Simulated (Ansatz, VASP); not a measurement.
# One calculation of Zn, two programs

File INCAR:

```
SYSTEM = Zn
PREC = Accurate ; ENCUT = 500
EDIFF = 1E-6 ; ISMEAR = 0
SIGMA = 0.1 ; LREAL = .False.
LASPH = .True. ; NELM = 120
ALGO = Normal ; ISIF = 2
LWAVE = .False. ; LCHARG = .False.
GGA = PS ; NBANDS = 19
GGA_COMPAT = .False.
```

The input KPOINTS:

```
regular mesh
0
Gamma
  18 18 8
  0 0 0
```

Contents of POSCAR:

```
Zn
1.0
    2.6700000000      0.0000000000      0.0000000000
   -1.3350000000      2.3122878281      0.0000000000
    0.0000000000      0.0000000000      4.9660000000
Zn
2
Direct
    0.3333333333      0.6666666667      0.2500000000
    0.6666666667      0.3333333333      0.7500000000
```

Input for Ansatz:

```yaml
crystal:
  lattice:
    - [2.67, 0.0, 0.0]
    - [-1.335, 2.3122878281, 0.0]
    - [0.0, 0.0, 4.966]
  atoms:
    - { symbol: Zn, position: [0.3333333333, 0.6666666667, 0.25] }
    - { symbol: Zn, position: [0.6666666667, 0.3333333333, 0.75] }
basis:
  ecutwfc: 420
kpoints:
  mp_grid: { grid: [18, 18, 8] }
hamiltonian:
  xc: pbesol
scf:
  occupations: { method: gaussian, width: 0.1 }
output:
  forces: true
  stress: true
  eigenvalues: true
  populations: true
  write_density: true
  write_potential: true
  elf: true
  volumetric_format: npy
```

Alike in both runs: task single point; functional PBEsol; k mesh 18 × 18 × 8; occupations gaussian, width 0.1 eV; no spin polarisation.

|  | VASP | Ansatz |
| --- | --- | --- |
| version | VASP 6.6.1 | Ansatz 0.2.0 |
| potentials or method | VASP PAW PBE potentials, release 64 (Zn), cutoff 500 eV | scalar-relativistic, plane waves, PAW |
| valence electrons in the cell | 24 | 24 |

```csv
,VASP,Ansatz,Ansatz less VASP
gap on the k mesh at the Fermi level (eV),none,none,-
pressure (GPa),-5.5,-5.8,-0.33
"traceless stress, the component that is largest in VASP (GPa)",1.37,1.51,+0.137
```

VASP's potentials were made for PBE, not for PBEsol. A gap of «none» marks a metal or a gap that the smearing closes. The functional is the same, so the differences come from potentials, cutoffs and numerics.
